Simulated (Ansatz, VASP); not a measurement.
In2SbSe3: VASP beside Ansatz

```
In Sb Se
1.0
     4.02353    0.00000    0.00000
     0.00000    4.02353    0.00000
     0.00000    0.00000    9.84261
In Sb Se
2 1 3
Direct
  0.00000 0.50000 0.67168
  0.50000 0.00000 0.32832
  0.00000 0.00000 0.00000
  0.50000 0.50000 0.00000
  0.00000 0.50000 0.37029
  0.50000 0.00000 0.62971
```

Change from the starting cell: species swapped into the Hf2CuSb3 type (P-4m2, No. 115).

Alike in both runs: functional PBE; k mesh 10 × 10 × 4; occupations gaussian, width 0.1 eV; no spin polarisation.

Ansatz relaxed the structure, and its values are those at the end. VASP's run is a single point on that final structure, the one shown.

|  | VASP | Ansatz |
| --- | --- | --- |
| version | VASP 6.6.1 | Ansatz 0.2.0 |
| potentials or method | VASP PAW PBE potentials, release 64 (In_d, Sb, Se), cutoff 520 eV | scalar-relativistic, plane waves, PAW |
| valence electrons in the cell | 49 | 89 |

|  | VASP | Ansatz | Ansatz less VASP |
| --- | --- | --- | --- |
| gap on the k mesh at the Fermi level (eV) | none | none | - |
| pressure (GPa) | 0.0 | 0.0 | +0.02 |

A gap of «none» marks a metal or a gap that the smearing closes. With one functional, cell and mesh, what is left measures potentials, basis and numerics. VASP's potentials hold 49 valence electrons a cell and Ansatz's 89, so a difference there can come from the potentials and not from the codes.

Spin-orbit coupling is off throughout.
